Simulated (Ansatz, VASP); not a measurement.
# RbAgBr2: VASP beside Ansatz

```xyz
4
Lattice="4.4724 0.0000 0.0000 0.0000 4.4724 0.0000 0.0000 0.0000 6.2921" Properties=species:S:1:pos:R:3 pbc="T T T"
Rb    0.0000    0.0000    0.0000
Br    0.0000    0.0000    3.1461
Br    2.2362    2.2362    0.0000
Ag    2.2362    2.2362    3.1461
```

Alike in both runs: task single point; functional r2SCAN; k mesh 6 × 6 × 4; no spin polarisation.

```csv
,VASP,Ansatz
version,VASP 6.6.1,Ansatz 0.2.0
potentials or method,"VASP PAW PBE potentials, release 64 (Rb_sv, Br, Ag)","plane waves, PAW"
plane-wave cutoff (eV),520,500
occupations,"gaussian, width 0.01 eV",fixed
valence electrons in the cell,34,42
```

|  | VASP | Ansatz | Ansatz less VASP |
| --- | --- | --- | --- |
| gap on the k mesh at the Fermi level (eV) | 1.69 | 1.73 | +0.039 |
| pressure (GPa) | 0.8 | 0.8 | -0.02 |

VASP's potentials were made for PBE, not for r2SCAN. VASP's potentials hold 34 valence electrons a cell and Ansatz's 42, so a difference there can come from the potentials and not from the codes.
